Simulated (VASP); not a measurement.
ZrSi3:

```
CELL_PARAMETERS angstrom
3.98994 0.00000 0.00000
0.00000 3.98994 0.00000
0.00000 0.00000 3.98994
ATOMIC_POSITIONS crystal
Zr 0.00000 0.00000 0.00000
Si 0.00000 0.50000 0.50000
Si 0.50000 0.50000 0.00000
Si 0.50000 0.00000 0.50000
```

Base run:

* Program: VASP 6.6.1
* Functional: PBEsol
* Potentials or basis: VASP PAW PBE potentials, release 64 (Zr_sv, Si)
* Cutoff: 520 eV
* k mesh: 8 × 8 × 8
* Occupations: gaussian, width 0.05 eV
* Spin: no spin polarisation

Its results: band gap on the k mesh zero (bands 12 and 13 overlap by 2.36 eV); pressure -3.3 GPa.

Problem. The run is repeated on the same cell with these changes: functional from PBEsol to r2SCAN. What comes out?

Solution. Band gap on the k mesh zero (bands 12 and 13 overlap by 2.71 eV); pressure -1.5 GPa.

Caveats: the PAW data sets were made with another functional, which shifts forces and pressure a little; the cell stands under tension (at least some runs).
